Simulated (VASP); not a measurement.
Set up this calculation in VASP 6.6.1, as the native input.

```yaml
Task: single point
Functional: LDA
Potentials_or_basis: VASP PAW LDA potentials, release 64 (Ni)
Cutoff: 520 eV
k_mesh: 16 × 16 × 16
Occupations: fermi-dirac, width 0.3 eV
Spin: collinear spin, ferromagnetic start
Starting_moments: "[0.607] μB"
Dipole_correction: no
Further_INCAR_settings: ALGO = Normal; EDIFF = 1e-06; NBANDS = 15
```

The structure of Ni lies in POSCAR:

```
Ni
1.0
    0.0000000000      1.7124646296      1.7124646296
    1.7124646296      0.0000000000      1.7124646296
    1.7124646296      1.7124646296      0.0000000000
Ni
1
Direct
    0.0000000000      0.0000000000      0.0000000000
```

One way to write it, as run:

INCAR

```
SYSTEM = Ni
PREC     = Accurate       ! precision mode
ENCUT    = 520            ! plane-wave cutoff, eV
EDIFF    = 1E-6           ! SCF threshold, eV
ISMEAR   = -1             ! smearing method
SIGMA    = 0.3            ! smearing width, eV
LREAL    = .FALSE.        ! projectors in reciprocal space
LASPH    = .TRUE.         ! aspherical terms in the spheres
NELM     = 150            ! most SCF steps
ALGO     = Normal         ! electronic algorithm
ISIF     = 2              ! what is computed and relaxed
LWAVE    = .FALSE.        ! write WAVECAR
LCHARG   = .FALSE.        ! write CHGCAR
ISPIN    = 2              ! spin polarisation
MAGMOM   = 0.607          ! initial moments
LORBIT   = 11             ! projections on sites
LMAXMIX  = 4              ! l up to which the mixer works
NBANDS   = 15             ! bands
```

KPOINTS

```
regular mesh
0
G
  16 16 16
  0 0 0
```

Potentials or basis: VASP PAW LDA potentials, release 64 (Ni).

The run is started by

```bash
$ cat potpaw_LDA.64/Ni/POTCAR > POTCAR
$ mpirun -np 1 vasp_std > vasp.out
```

Results of the run:

* Pressure: 2.0 GPa
* Band gap on the k mesh: zero (filled and empty bands overlap)
* Net moment: 0.00 μB per cell
* Valence electrons inside the program's atomic spheres: Ni 9.47

It took 40 s on 1 thread of Intel(R) Xeon(R) Platinum 8488C (Sapphire Rapids), on a shared host, peak memory 0.14 GiB.
